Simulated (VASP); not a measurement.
Set up this calculation in VASP 6.6.1, as the native input.

```yaml
Task: single point
Functional: revPBE
Potentials_or_basis: VASP PAW PBE potentials, release 64 (Ni)
Cutoff: 520 eV
k_mesh: 16 × 16 × 5
Occupations: fermi-dirac, width 0.05 eV
Spin: collinear spin, ferromagnetic start
Starting_moments: "[-0.696, -0.696, -0.705, -0.705] μB"
Dipole_correction: no
Further_INCAR_settings: ALGO = Normal; EDIFF = 1e-06; NBANDS = 32
```

The structure of Ni lies in POSCAR:

```
Ni
1.0
    2.5384882826      0.0000000000      0.0000000000
   -1.2692441413      2.1983953399      0.0000000000
    0.0000000000      0.0000000000      8.3087953539
Ni
4
Direct
    0.0000000000      0.0000000000      1.0000000000
    0.0000000000      0.0000000000      0.5000000000
    0.3333333333      0.6666666667      0.2500000000
    0.6666666667      0.3333333333      0.7500000000
```

This cell differs from its parent crystal: volume scaled by 1.04.

These files were run (other wordings do the same):

INCAR

```
SYSTEM = Ni
ALGO = Normal ; EDIFF = 1E-6
ENCUT = 520 ; GGA = RE
ISIF = 2 ; ISMEAR = -1
ISPIN = 2 ; LASPH = .TRUE.
LCHARG = .FALSE. ; LMAXMIX = 4
LORBIT = 11 ; LREAL = .FALSE.
LWAVE = .FALSE. ; MAGMOM = -0.696 -0.696 -0.705 -0.705
NBANDS = 32 ; NELM = 150
PREC = Accurate ; SIGMA = 0.05
```

KPOINTS

```
k-points
0
G
  16 16 5
  0 0 0
```

Potentials or basis: VASP PAW PBE potentials, release 64 (Ni).

Launch:

```sh
$ cat potpaw_PBE.64/Ni/POTCAR > POTCAR
$ mpirun -np 1 vasp_std > vasp.out
```

Results of the run:

The pressure is -6.5 GPa and the net moment is -2.55 μB per cell. The site moments are Ni -0.65, -0.66 μB. The valence electrons inside the program's atomic spheres are Ni 9.20.

Caveat: the PAW data sets were made with another functional, which shifts forces and pressure a little.

It took 6.6 min on 1 thread of Oxide Virtual Turin-like Processor, on a shared host, peak memory 0.26 GiB.
